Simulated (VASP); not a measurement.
## ScB4: relaxation of cell and atoms with PBE

The system is ScB4.

```xyz
5
Lattice="4.0208 0.0000 0.0000 0.0000 4.0208 0.0000 0.0000 0.0000 3.0745" Properties=species:S:1:pos:R:3 pbc="T T T"
Sc    0.0000    0.0000    1.5372
B     0.8143    2.0104    0.0000
B     3.2065    2.0104    0.0000
B     2.0104    0.8143    0.0000
B     2.0104    3.2065    0.0000
```

```json
{
 "Program": "VASP 6.6.1",
 "Task": "relaxation of cell and atoms",
 "Functional": "PBE",
 "Potentials or basis": "VASP PAW PBE potentials, release 64 (Sc_sv, B)",
 "Cutoff": "600 eV",
 "k mesh": "10 × 10 × 12",
 "Occupations": "gaussian, width 0.1 eV",
 "Spin": "no spin polarisation",
 "Dipole correction": "no",
 "Further INCAR settings": "ALGO = Normal; EDIFF = 1e-07; IBRION = 2; EDIFFG = -0.01; NSW = 100; ISIF = 3"
}
```

```
Relaxed volume                         : 9.99 Å³/atom
Relaxed cell                           : a = 4.021 Å, b = 4.021 Å, c = 3.090 Å, α = 90.00°, β = 90.00°, γ = 90.00°
Space group after relaxing (to 0.05 Å) : P4/mmm (No. 123)
Energy gained by relaxing              : 0.1 meV/atom
Ionic steps                            : 6
Pressure after relaxing                : 0.1 GPa
Largest force after relaxing           : 0.005 eV/Å
```

Forces on the atoms (eV/Å):
```
Sc   0.000  0.000  0.000
B    0.005  0.000  0.000
B   -0.005  0.000  0.000
B    0.000  0.005  0.000
B    0.000 -0.005  0.000
```

Stress tensor (GPa, compression positive):
```
 0.13  0.00  0.00
 0.00  0.13  0.00
 0.00  0.00 -0.04
```

The path:
```tsv
step	energy change (eV)	largest force (eV/Å)	pressure (GPa)	volume (Å³)
1	0.0000	0.0507	0.42	49.70
2	-0.0002	0.0841	-0.08	49.89
3	-0.0003	0.0301	0.12	49.82
4	-0.0006	0.0003	-0.08	49.93
5	-0.0006	0.0098	-0.14	49.97
6	-0.0006	0.0052	0.07	49.94
```

Final structure:
```
Sc B
1.0
     4.02055    0.00000    0.00000
     0.00000    4.02055    0.00000
     0.00000    0.00000    3.08960
Sc B
1 4
Direct
  0.00000 0.00000 0.50000
  0.20224 0.50000 0.00000
  0.79776 0.50000 0.00000
  0.50000 0.20224 0.00000
  0.50000 0.79776 0.00000
```

Levels at points of the mesh, in eV from the Fermi level:
| k point | band 8 | band 9 | band 10 | band 11 | band 12 | band 13 | band 14 | band 15 |
| --- | --- | --- | --- | --- | --- | --- | --- | --- |
| (0.00, 0.00, 0.00) | -4.85 | -4.85 | -1.28 | -0.71 | 0.10 | 2.53 | 2.53 | 3.88 |
| (0.50, 0.00, 0.00) | -4.10 | -2.84 | -2.17 | -0.72 | 0.49 | 2.34 | 2.82 | 3.59 |
| (0.50, 0.50, 0.00) | -6.07 | 0.50 | 0.50 | 0.51 | 0.51 | 1.46 | 1.97 | 1.98 |
| (0.00, 0.00, 0.50) | -4.89 | -4.89 | -4.82 | -1.21 | 0.40 | 2.47 | 2.83 | 2.83 |
| (0.50, 0.00, 0.50) | -4.36 | -3.77 | -3.36 | -2.46 | -0.69 | 0.61 | 2.92 | 3.48 |
| (0.50, 0.50, 0.50) | -4.48 | -3.22 | -2.11 | -2.11 | 0.91 | 0.91 | 2.94 | 3.16 |

It took 2.5 min on 1 thread of Intel(R) Xeon(R) 6975P-C (Granite Rapids) (shared host), peak memory 0.28 GiB.
